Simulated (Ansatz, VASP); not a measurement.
**Two plane-wave programs on AlGa3N4**

```
Al Ga N
1.0
     4.28126    0.00000    0.00000
     0.00000    4.28126    0.00000
     0.00000    0.00000    4.28126
Al Ga N
1 3 4
Direct
  0.00000 0.00000 0.00000
  0.50000 0.50000 0.00000
  0.50000 0.00000 0.50000
  0.00000 0.50000 0.50000
  0.75527 0.75527 0.24473
  0.75527 0.24473 0.75527
  0.24473 0.75527 0.75527
  0.24473 0.24473 0.24473
```

Alike in both runs: functional PBEsol; k mesh 6 × 6 × 6; occupations gaussian, width 0.02 eV; no spin polarisation.

Ansatz relaxed the structure, and its values are those at the end. VASP's run is a single point on that final structure, the one shown.

|  | VASP | Ansatz |
| --- | --- | --- |
| version | VASP 6.6.1 | Ansatz 0.2.0 |
| potentials or method | VASP PAW PBE potentials, release 64 (Al, Ga_d, N), cutoff 520 eV | scalar-relativistic, plane waves, PAW |
| valence electrons in the cell | 62 | 62 |

|  | VASP | Ansatz | Ansatz less VASP |
| --- | --- | --- | --- |
| gap on the k mesh at the Fermi level (eV) | 3.21 | 3.19 | -0.025 |
| least direct gap on the mesh (eV) | 3.21 | 3.19 | -0.025 |
| rms of the force components (eV/Å) | 0.014 | 0.000 | -0.0141 |

VASP's potentials were made for PBE, not for PBEsol. The functional is the same, so the differences come from potentials, cutoffs and numerics. Ansatz's warnings: stress scf threshold loose.
